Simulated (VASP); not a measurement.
**KF: single point with PBE**

KF:

```
K F
1.0
     3.70205    0.00000    0.00000
    -1.85102    3.20607    0.00000
     0.00000    0.00000    6.52789
K F
2 2
Direct
  0.00000 0.00000 0.00000
  0.00000 0.00000 0.50000
  0.33333 0.66667 0.25000
  0.66667 0.33333 0.75000
```

* Program: VASP 6.6.1
* Task: single point
* Functional: PBE
* Potentials or basis: VASP PAW PBE potentials, release 64 (K_sv, F)
* Cutoff: 520 eV
* k mesh: 6 × 6 × 4
* Occupations: gaussian, width 0.01 eV
* Spin: no spin polarisation
* Dipole correction: no
* Further INCAR settings: ALGO = Normal; EDIFF = 1e-06; NBANDS = 24

```json
{"Pressure": "1.0 GPa", "Band gap on the k mesh": "6.04 eV"}
```

Stress tensor (GPa, compression positive):
```
0.89 0.00 0.00
0.00 0.89 0.00
0.00 0.00 1.15
```

Levels at points of the mesh, in eV from the valence-band top:
| k point | band 14 | band 15 | band 16 | band 17 | band 18 | band 19 |
| --- | --- | --- | --- | --- | --- | --- |
| (0.00, 0.00, 0.00) | -0.08 | 0.00 | 0.00 | 6.04 | 9.01 | 9.27 |
| (0.50, 0.00, 0.00) | -0.26 | -0.15 | -0.06 | 8.18 | 9.69 | 9.70 |
| (0.00, 0.00, 0.50) | -0.14 | -0.14 | -0.14 | 7.34 | 7.34 | 10.07 |
| (0.50, 0.00, 0.50) | -0.29 | -0.20 | -0.20 | 8.80 | 8.80 | 10.36 |

Run time: 71 s on 1 thread of Intel Xeon 8259CL, with other jobs on the host, peak memory 0.2 GiB.

A k mesh can miss the band edges.
